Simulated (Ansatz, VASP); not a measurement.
**One calculation of BiH, two programs**

```
Bi H
1.0
     4.57997    0.00000    0.00000
     0.00000    4.21436    0.00000
     0.00000    0.00000    4.86043
Bi H
2 2
Direct
  0.75000 0.00000 0.71544
  0.25000 0.00000 0.28456
  0.75000 0.50000 0.71227
  0.25000 0.50000 0.28773
```

Alike in both runs: functional PBE; k mesh 10 × 12 × 10; occupations gaussian, width 0.1 eV; no spin polarisation.

Ansatz relaxed the structure, and its values are those at the end. VASP's run is a single point on that final structure, the one shown.

|  | VASP | Ansatz |
| --- | --- | --- |
| version | VASP 6.6.1 | Ansatz 0.2.0 |
| potentials or method | VASP PAW PBE potentials, release 64 (Bi_d, H), cutoff 520 eV | scalar-relativistic, plane waves, PAW |
| valence electrons in the cell | 32 | 32 |

Ansatz gave:

| Property | Result |
| --- | --- |
| gap on the k mesh at the Fermi level (eV) | none |
| pressure (GPa) | 0.0 |
| rms of the force components (eV/Å) | 0.001 |

Q: Which values does VASP return?

A: gap on the k mesh at the Fermi level (eV): none; pressure (GPa): -0.1; rms of the force components (eV/Å): 0.004.

A gap of «none» marks a metal or a gap that the smearing closes.

Spin-orbit coupling is off throughout.
